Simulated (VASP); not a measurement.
# Ta3N: single point with PBE

Ta3N:

```
CELL_PARAMETERS angstrom
2.96134 0.00000 0.00000
-1.48067 2.66927 0.00000
0.00000 0.00000 7.55759
ATOMIC_POSITIONS crystal
Ta 0.00000 0.00000 0.50000
Ta 0.33333 0.66667 0.17360
Ta 0.66667 0.33333 0.82640
N 0.00000 0.00000 0.00000
```

This cell differs from its parent crystal: strain -0.0200 x Voigt [1, -1, 0, 0, 0, 0].

```yaml
Program: VASP 6.6.1
Task: single point
Functional: PBE
Potentials_or_basis: VASP PAW PBE potentials, release 64 (Ta_pv, N)
Cutoff: 520 eV
k_mesh: 18 × 18 × 6
Occupations: gaussian, width 0.15 eV
Spin: no spin polarisation
Dipole_correction: no
Further_INCAR_settings: ALGO = Normal; EDIFF = 1e-07; NBANDS = 27
```

```yaml
Pressure: 0.6 GPa
Largest_force: 0.183 eV/Å
Band_gap_on_the_k_mesh: zero (bands 19 and 20 overlap by 0.80 eV)
```

Forces in eV/Å, atoms in the order of the input:
```
Ta   0.000  0.000  0.000
Ta   0.000 -0.156  0.095
Ta   0.000  0.156 -0.095
N    0.000  0.000  0.000
```

Stress tensor (GPa, compression positive):
```
 3.55  0.00  0.00
 0.00 -2.45  0.46
 0.00  0.46  0.57
```

Levels at points of the mesh, in eV from the Fermi level:
```csv
k point,band 16,band 17,band 18,band 19,band 20,band 21,band 22,band 23
"(0.00, 0.00, 0.00)",-1.43,-0.79,-0.38,-0.07,0.02,0.68,0.88,1.65
"(0.50, 0.00, 0.00)",-3.09,-1.07,-0.45,0.19,0.63,1.00,3.49,3.92
"(0.00, 0.50, 0.00)",-3.13,-1.30,-0.65,0.03,0.70,1.06,3.58,4.13
"(0.00, 0.00, 0.50)",-1.28,-1.16,-0.60,0.14,0.24,0.96,1.02,1.24
"(0.50, 0.00, 0.50)",-2.89,-1.24,-1.22,0.22,1.00,1.21,2.33,4.17
"(0.00, 0.50, 0.50)",-2.91,-1.42,-1.32,0.08,0.70,1.59,2.66,4.40
```

Run time: 7.8 min on 1 thread of AMD EPYC 9R45 96-Core Processor (Zen 5), on a shared host, peak memory 0.69 GiB.

Caveat: the cell differs from its parent crystal (strain -0.0200 x Voigt [1, -1, 0, 0, 0, 0]); the stress differs along the axes, from -2 to 4 GPa; spin-orbit coupling is left out, which moves the levels of the heavy elements.
